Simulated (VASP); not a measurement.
Runs of VASP 6.6.1 on Ni. The structure is that of space group Pm-3n (No. 223), or close to it. The cells are those of the table. 

```tsv
task	spin	cell	k mesh	cutoff (eV)	smearing	gap on the mesh (eV)	pressure (GPa)
relaxation of cell and atoms	off	relaxed from a = 4.440 Å, 8 atoms	6 × 6 × 6	600	fermi-dirac 0.1 eV	none	0.0
single point	off	a = 4.391 Å, 8 atoms	6 × 6 × 6	600	fermi-dirac 0.1 eV	none	-0.2
single point	off	a = 4.391 Å, 8 atoms	8 × 8 × 8	600	fermi-dirac 0.1 eV	none	(a)
single point	collinear, ferromagnetic start	a = 4.396 Å, 8 atoms	8 × 8 × 8	520	fermi-dirac 0.05 eV	none	0.1
```

Alike in all rows: level PBEsol; potentials or basis VASP PAW PBE potentials, release 64 (Ni).

Q: Estimate the missing entries.

A: (a) -0.1.

Caveats: the PAW data sets were made with another functional, which shifts forces and pressure a little.

A gap of «none» marks levels without a gap at the run's occupations.
